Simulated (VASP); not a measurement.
Here is a VASP 6.6.1 calculation.

INCAR

```
PREC     = Accurate       # precision mode
ENCUT    = 600            # plane-wave cutoff, eV
EDIFF    = 1E-6           # SCF threshold, eV
ISMEAR   = 0              # smearing method
SIGMA    = 0.1            # smearing width, eV
LREAL    = F              # projectors in reciprocal space
LASPH    = T              # aspherical terms in the spheres
NELM     = 120            # most SCF steps
ALGO     = Normal         # electronic algorithm
ISIF     = 2              # what is computed and relaxed
LWAVE    = F              # write WAVECAR
LCHARG   = T              # write CHGCAR
GGA      = PE             # functional
LELF     = T              # ELF
LVHAR    = T            
NBANDS   = 30             # bands
GGA_COMPAT= F
```

File KPOINTS:

```
Automatic mesh
0
Gamma
  4 4 4
```

The input POSCAR:

```
MgCd3O
1.0
    4.6912869504      0.0000000000      0.0000000000
    0.0000000000      4.6912869504      0.0000000000
    0.0000000000      0.0000000000      4.6912869504
Mg Cd O
1 3 1
Direct
    0.5000000000      0.5000000000      0.5000000000
    0.5000000000      0.0000000000      0.0000000000
    0.0000000000      0.5000000000      0.0000000000
    0.0000000000      0.0000000000      0.5000000000
    0.0000000000      0.0000000000      0.0000000000
```

Potentials or basis: VASP PAW PBE potentials, release 64 (Mg, Cd, O).

Launch:

```console
$ cat potpaw_PBE.64/Mg/POTCAR potpaw_PBE.64/Cd/POTCAR potpaw_PBE.64/O/POTCAR > POTCAR
$ mpirun -np 1 vasp_std > vasp.out
```

(1) What does it give for the band gap on the k mesh?

(2) What does it give for the pressure?

Results:

(1) zero (bands 22 and 23 overlap by 1.73 eV).

(2) 0.3 GPa.
